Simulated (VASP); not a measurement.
# H3C8Cl: single point with PBEsol

The system is H3C8Cl, a slab with vacuum.

```
H C Cl
1.0
     5.04874    0.00000    0.00000
     2.52437    4.37234    0.00000
     0.00000    0.00000   15.77643
H C Cl
6 16 2
Cartesian
  1.2622 0.7287 1.0000
  3.7866 0.7287 1.0000
  2.5244 2.9149 1.0000
  5.0487 2.9149 1.0000
  1.2703 2.2153 5.7740
  3.8067 2.1723 5.7550
  1.2622 0.7287 2.1000
  3.7866 0.7287 2.1000
  2.5244 2.9149 2.1000
  5.0487 2.9149 2.1000
  0.0000 1.4574 2.6153
  2.5244 1.4574 2.6153
  1.2622 3.6436 2.6153
  3.7866 3.6436 2.6153
  0.0186 1.4716 4.1639
  2.5244 1.4653 4.1866
  1.2657 3.6661 4.2412
  3.7983 3.6292 4.1293
  0.0569 0.0161 4.6505
  2.4987 0.0126 4.5677
  1.2699 2.2089 4.6697
  3.8003 2.1752 4.6506
  0.7079 0.0492 6.3928
  3.4395 0.1310 7.5180
```

```yaml
Program: VASP 6.6.1
Task: single point
Functional: PBEsol
Potentials_or_basis: VASP PAW PBE potentials, release 64 (H, C, Cl)
Cutoff: 520 eV
k_mesh: 3 × 3 × 1
Occupations: gaussian, width 0.05 eV
Spin: no spin polarisation
Dipole_correction: no
Further_INCAR_settings: LREAL = Auto; ALGO = Normal; EDIFF = 1e-06; NBANDS = 60
```

- Largest force: 1.950 eV/Å
- Band gap on the k mesh: 0.79 eV, indirect (least direct gap 0.80 eV)

Forces in eV/Å, atoms in the order of the input:
```
H    0.008 -0.011 -0.299
H    0.001  0.001 -0.301
H   -0.059 -0.013 -0.317
H    0.069  0.009 -0.287
H    0.002 -0.003  0.037
H    0.007  0.004  0.040
C    0.007  0.051  1.236
C   -0.007  0.013  1.447
C   -0.009 -0.028  1.483
C   -0.015 -0.027  1.435
C    0.208 -0.108 -0.892
C   -0.060 -0.130 -1.101
C    0.164  0.494 -0.676
C    0.021 -0.224 -1.937
C    0.003 -0.002 -0.002
C    0.004  0.009 -0.001
C    0.012  0.003 -0.010
C   -0.004 -0.007  0.022
C    0.009  0.003  0.107
C    0.023 -0.003  0.016
C    0.000  0.000  0.006
C    0.005  0.004  0.007
Cl  -0.251 -0.002 -0.048
Cl  -0.137 -0.034  0.035
```

Levels at points of the mesh, in eV from the valence-band top:
```csv
k point,band 39,band 40,band 41,band 42,band 43,band 44,band 45,band 46
"(0.00, 0.00, 0.00)",-0.86,-0.83,-0.50,-0.12,1.11,2.95,3.75,5.26
```

It took 2.4 min on 1 thread of Intel(R) Xeon(R) 6975P-C (Granite Rapids), on a shared host, peak memory 0.46 GiB.

Caveat: the k points lie up to 0.48 Å⁻¹ apart; the PAW data sets were made with another functional, which shifts forces and pressure a little.
